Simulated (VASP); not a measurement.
# Al in VASP: notebook

Al is run at these levels: PBE; tasks: single point.

Everything below comes from runs of VASP 6.6.1. Logs are shortened: lines on timing, memory, paths and dates and some standing lists are left out, and cuts for length are marked.

## (1) The cell of the first run

The typed cell holds 2 atoms: a = 2.800 Å, b = 2.845 Å, c = 4.699 Å, α = 89.48°, β = 89.79°, γ = 62.82°.

## (2) Single point, PBE

Contents of INCAR:

```
SYSTEM = Al
ALGO = Fast
EDIFF = 1E-7
ENCUT = 520
GGA = PE
ISIF = 2
ISMEAR = 0
LASPH = .True.
LCHARG = .True.
LELF = .True.
LREAL = .False.
LVHAR = .True.
LWAVE = .False.
NBANDS = 10
NELM = 100
PREC = Accurate
SIGMA = 0.1
```

Contents of KPOINTS:

```
k-points
0
Gamma
  8 8 4
  0 0 0
```

Contents of POSCAR:

```
Al
1.0
    2.7996864933      0.0000000000      0.0000000000
    1.2995668291      2.5308371018      0.0000000000
    0.0171698250      0.0392561330      4.6989323462
Al
2
Direct
    0.1679317103      0.1675349644      0.2499064232
    0.8320682897      0.8324650356      0.7500935768
```

Potentials or basis: VASP PAW PBE potentials, release 64 (Al).

Launch:

```console
$ cat potpaw_PBE.64/Al/POTCAR > POTCAR
$ mpirun -np 1 vasp_std > vasp.out
```

OUTCAR:

```text
SYSTEM = Al
   EDIFF = 1E-7
   ENCUT = 520
   GGA = PE
   ISIF = 2
   ISMEAR = 0
   LASPH = .True.
   LREAL = .False.
   NELM = 100
   PREC = Accurate

 ion  position               nearest neighbor table
   1  0.168  0.168  0.250-   2 2.84   2 2.86   2 2.87   2 2.88   2 2.88   2 2.90
   2  0.832  0.832  0.750-   1 2.84   1 2.86   1 2.87   1 2.88   1 2.88   1 2.90

  LATTYP: Found a triclinic cell.
 ALAT       =     2.8449974304
 B/A-ratio  =     0.9840734699
 C/A-ratio  =     1.6517159696
 COS(alpha) =     0.0036538324
 COS(beta)  =     0.0091004680
 COS(gamma) =     0.4567901592

  Lattice vectors:

 A1 = (  -1.2995668291,  -2.5308371018,   0.0000000000)
 A2 = (  -2.7996864933,   0.0000000000,   0.0000000000)
 A3 = (  -0.0171698250,  -0.0392561330,  -4.6989323462)

Analysis of symmetry for initial positions (statically):
=====================================================================
 Subroutine PRICEL returns:
 Original cell was already a primitive cell.

 Routine SETGRP: Setting up the symmetry group for a
 triclinic supercell.

 Subroutine GETGRP returns: Found  2 space group operations
 (whereof  2 operations were pure point group operations)
 out of a pool of  2 trial point group operations.

The static configuration has the point symmetry S_2 .

Analysis of symmetry for dynamics (positions and initial velocities):
=====================================================================
 Subroutine PRICEL returns:
 Original cell was already a primitive cell.

 Routine SETGRP: Setting up the symmetry group for a
 triclinic supercell.

 Subroutine GETGRP returns: Found  2 space group operations
 (whereof  2 operations were pure point group operations)
 out of a pool of  2 trial point group operations.

The dynamic configuration has the point symmetry S_2 .

 Subroutine INISYM returns: Found  2 space group operations
 (whereof  2 operations are pure point group operations),
 and found     1 'primitive' translations

----------------------------------------------------------------------------------------

                                     Primitive cell

  volume of cell :      33.2945

  direct lattice vectors                    reciprocal lattice vectors
     2.799686493  0.000000000  0.000000000     0.357182850 -0.183410850  0.000227123
     1.299566829  2.530837102  0.000000000     0.000000000  0.395126181 -0.003300989
     0.017169825  0.039256133  4.698932346     0.000000000  0.000000000  0.212814300

  length of vectors
[... 89 lines left out ...]
   ISYM   =      2    0-nonsym 1-usesym 2-fastsym
   POTIM  = 0.5000    time-step for ionic-motion
   TEBEG  =    0.0;   TEEND  =   0.0 temperature during run
   PSTRESS=    0.0 pullay stress
   NELECT =       6.0000    total number of electrons
   NUPDOWN=      -1.0000    fix difference up-down
   EMIN   =  10.00;   EMAX   =-10.00  energy-range for DOS
   EFERMI =   0.00;   METHOD = LEGACY
   ISMEAR =     0;   SIGMA  =   0.10  broadening in eV -4-tet -1-fermi 0-gaus
   EFERMI_NEDOS =   21; number of points for ismear=-14 and -15
   IALGO  =     68    algorithm
   IMIX   =      4    mixing-type and parameters
     AMIX     =   0.40;   BMIX     =  1.00
     AMIX_MAG =   1.60;   BMIX_MAG =  1.00
  volume/ion in A,a.u.               =      16.65       112.34
  Fermi-wavevector in a.u.,A,eV,Ry     =   0.924700  1.747430 11.633942  0.855071
  Thomas-Fermi vector in A             =   2.050475
   LORBIT       =      0    0 simple, 1 ext, 2 COOP (PROOUT), +10 PAW based schemes
   GGA     = PE    functional components
   LHFCALC =     F    Hartree Fock is set to
   AEXX    =    0.0000 exact exchange contribution
   IVDW    =     0    specifies the selected vdW correction
   LEPSILON=     F    determine dielectric tensor
   LRPA    =     F    only Hartree local field effects (RPA)
 non-spin polarized calculation
 RMM-DIIS sequential band-by-band and
 Gauss-broadening in eV      SIGMA  =   0.10
  energy-cutoff  :      520.00
  volume of cell :       33.29
 maximum number of plane-waves:       910
 NGX is ok and might be reduce to    24

 number of electron       6.0000000 magnetization

 Free energy of the ion-electron system (eV)
  ---------------------------------------------------
  ext. energy  EPLUGINS =         0.00000000
  ---------------------------------------------------
  free energy    TOTEN  =        -7.32695239 eV

  energy without entropy =       -7.31679890  energy(sigma->0) =       -7.32187565

 E-fermi :   7.9488     XC(G=0): -10.1658

 val. band max:        7.9483659175   @ k =   0.2500   0.5000   0.5000
 cond. band min:       7.9630080579   @ k =   0.1250  -0.1250   0.2500
 fundamental gap:      0.0146421404
 Fermi energy:         7.9487618309

 k-point     1 :       0.0000    0.0000    0.0000
  band No.  band energies     occupation
      1      -3.1696      2.00000
      2       3.3235      2.00000
      3       3.4574      2.00000
      4      17.8163      0.00000
      5      18.1221      0.00000
      6      18.8793      0.00000
      7      19.5602      0.00000
      8      20.1344      0.00000
      9      21.8770      0.00000
     10      22.0873      0.00000
[... 287 lines left out ...]
 k-point    24 :       0.2500    0.3750    0.0000
  band No.  band energies     occupation
      1      -0.4667      2.00000
      2       5.8289      2.00000
      3       6.0033      2.00000
      4       8.9815      0.00000
      5      10.1932      0.00000
      6      14.6880      0.00000
      7      15.1606      0.00000
      8      16.4668      0.00000
      9      16.6813      0.00000
     10      18.5052      0.00000

 [... further k-points ...]

------------------------ aborting loop because EDIFF is reached ----------------------------------------

  FORCE on cell =-STRESS in cart. coord.  units (eV):
  Direction    XX          YY          ZZ          XY          YZ          ZX
  --------------------------------------------------------------------------------------
  -------------------------------------------------------------------------------------
  Total       -0.1999725      0.5357760     -0.1839015     -0.0302825      0.2917775      0.1060668
  in kB       -9.6229454     25.7822618     -8.8495870     -1.4572357     14.0407264      5.1040783
  external PRESSURE =       2.4365765 kB  Pullay stress =       0.0000000 kB

 VOLUME and BASIS-vectors are now :
 -----------------------------------------------------------------------------
  energy-cutoff  :      520.00
  volume of cell :       33.29
      direct lattice vectors                 reciprocal lattice vectors
     2.799686493  0.000000000  0.000000000     0.357182850 -0.183410850  0.000227123
     1.299566829  2.530837102  0.000000000     0.000000000  0.395126181 -0.003300989
     0.017169825  0.039256133  4.698932346     0.000000000  0.000000000  0.212814300

 POSITION                                       TOTAL-FORCE (eV/Angst)
 -----------------------------------------------------------------------------------
      0.69217      0.43381      1.17429        -0.008298     -0.008612     -0.002944
      3.42425      2.13628      3.52464         0.008298      0.008612      0.002944
 -----------------------------------------------------------------------------------
    total drift:                               -0.000000     -0.000000     -0.000000

  FREE ENERGIE OF THE ION-ELECTRON SYSTEM (eV)
  ---------------------------------------------------
  free  energy   TOTEN  =        -7.3269523935 eV

  energy  without entropy=       -7.3167988984  energy(sigma->0) =       -7.32187565
```

Wall time 24 s (1 thread of Intel Xeon Platinum 8488C (Sapphire Rapids), shared host); peak memory 0.16 GiB.

Results:

* Free energy: -7.3270 eV
* Pressure: 0.2 GPa
* Largest force: 0.012 eV/Å
* Band gap on the k mesh: zero (bands 3 and 4 overlap by 7.53 eV)

Forces in eV/Å, atoms in the order of the input:
```
Al  -0.008 -0.009 -0.003
Al   0.008  0.009  0.003
```

## (3) Single point, PBE

This run uses another cell than the first one: it holds 8 atoms, not 2.

Contents of INCAR:

```
SYSTEM = Al
PREC     = Accurate       ! precision mode
ENCUT    = 520            ! plane-wave cutoff, eV
EDIFF    = 1E-6           ! SCF threshold, eV
ISMEAR   = 0              ! smearing method
SIGMA    = 0.2            ! smearing width, eV
LREAL    = .FALSE.        ! projectors in reciprocal space
LASPH    = .TRUE.         ! aspherical terms in the spheres
NELM     = 60             ! most SCF steps
ALGO     = Fast           ! electronic algorithm
ISIF     = 2              ! what is computed and relaxed
LWAVE    = .FALSE.        ! write WAVECAR
LCHARG   = .TRUE.         ! write CHGCAR
GGA      = PE             ! functional
LELF     = .TRUE.         ! ELF
LVHAR    = .TRUE.       
NBANDS   = 22             ! bands
```

Contents of KPOINTS:

```
regular mesh
0
G
  6 6 4
  0 0 0
```

Contents of POSCAR:

```
Al
1.0
   -1.4527867587      2.6734588339     -4.5349678880
   -0.7146463708      2.3816696228      4.1262506722
    5.8194159043      0.7401230101      0.4567255551
Al
8
Direct
    0.7495292595      0.7069850780      0.4375097167
    0.7506666448      0.7076615062      0.9373144353
    0.2505420421      0.2930493400      0.0625609218
    0.2492719818      0.2923126066      0.5626100503
    0.7502004009      0.2072193953      0.1873908002
    0.7499780021      0.2073878248      0.6874818789
    0.2495592083      0.7926053336      0.3126032125
    0.2502524605      0.7927789155      0.8125289844
```

Potentials or basis: VASP PAW PBE potentials, release 64 (Al).

Launch:

```console
$ cat potpaw_PBE.64/Al/POTCAR > POTCAR
$ mpirun -np 1 vasp_std > vasp.out
```

Wall time 3.6 min (1 thread of Intel Xeon Platinum 8488C (Sapphire Rapids), shared host); peak memory 0.34 GiB.

Results (log left out):

| Item | Value |
| --- | --- |
| Free energy | -29.7434 eV |
| Pressure | 0.0 GPa |
| Largest force | 0.008 eV/Å |
| Band gap on the k mesh | zero (bands 12 and 13 overlap by 2.22 eV) |

Forces in eV/Å, atoms in the order of the input:
```
Al  -0.004  0.003 -0.003
Al   0.003 -0.004  0.002
Al   0.003 -0.005  0.004
Al  -0.003  0.006 -0.004
Al   0.000  0.001  0.001
Al  -0.002 -0.001 -0.001
Al  -0.001  0.002 -0.002
Al   0.003 -0.002  0.002
```

Stress tensor (GPa, compression positive):
```
-0.03  0.06  0.01
 0.06  0.00  0.04
 0.01  0.04 -0.02
```

Levels at points of the mesh, in eV from the Fermi level:
| k point | band 9 | band 10 | band 11 | band 12 | band 13 | band 14 | band 15 | band 16 |
| --- | --- | --- | --- | --- | --- | --- | --- | --- |
| (0.00, 0.00, 0.00) | -3.31 | -2.84 | -2.72 | -0.59 | -0.59 | -0.19 | -0.19 | 2.34 |
| (0.50, 0.00, 0.00) | -0.51 | -0.51 | -0.20 | -0.20 | 0.99 | 1.37 | 1.73 | 2.15 |
| (0.00, 0.50, 0.00) | -3.26 | -3.25 | 0.31 | 0.42 | 0.42 | 0.90 | 1.28 | 1.47 |
| (0.50, 0.50, 0.00) | -3.53 | -3.41 | 0.52 | 0.52 | 0.55 | 1.02 | 1.47 | 1.62 |
| (0.00, 0.00, 0.50) | -1.78 | -1.78 | -1.41 | -1.41 | -1.18 | -1.17 | -0.45 | -0.45 |
| (0.50, 0.00, 0.50) | -1.68 | -1.68 | 0.90 | 0.90 | 1.25 | 1.25 | 2.00 | 2.00 |
| (0.00, 0.50, 0.50) | -0.67 | -0.67 | 0.04 | 0.05 | 0.76 | 0.77 | 2.27 | 2.27 |
| (0.50, 0.50, 0.50) | -0.53 | -0.52 | 0.35 | 0.35 | 0.47 | 0.47 | 2.08 | 2.08 |
